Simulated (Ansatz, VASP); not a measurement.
# Two plane-wave programs on Pb

```xyz
2
Lattice="3.4800 0.0000 0.0000 -1.7400 3.0138 0.0000 0.0000 0.0000 5.8136" Properties=species:S:1:pos:R:3 pbc="T T T"
Pb    1.7400    1.0046    4.3602
Pb    0.0000    2.0092    1.4534
```

Alike in both runs: functional PBEsol; k mesh 7 × 7 × 4; occupations fermi-dirac, width 0.05 eV; no spin polarisation.

|  | VASP | Ansatz |
| --- | --- | --- |
| version | VASP 6.6.1 | Ansatz 0.2.0 |
| potentials or method | VASP PAW PBE potentials, release 64 (Pb_d) | Ansatz PAW |
| plane-wave cutoff (eV) | 520 | 420 |
| valence electrons in the cell | 28 | 28 |
| task | single point | band structure |

VASP gave:

- gap on the k mesh at the Fermi level (eV): none
- pressure (GPa): -1.0
- traceless stress, the component that is largest in VASP (GPa): -1.22

Which values does Ansatz return?

gap on the k mesh at the Fermi level (eV): none; pressure (GPa): -0.9; traceless stress, the component that is largest in VASP (GPa): -1.23.

VASP's potentials were made for PBE, not for PBEsol. A gap of «none» marks a metal or a gap that the smearing closes.

Neither program's run includes spin-orbit coupling.
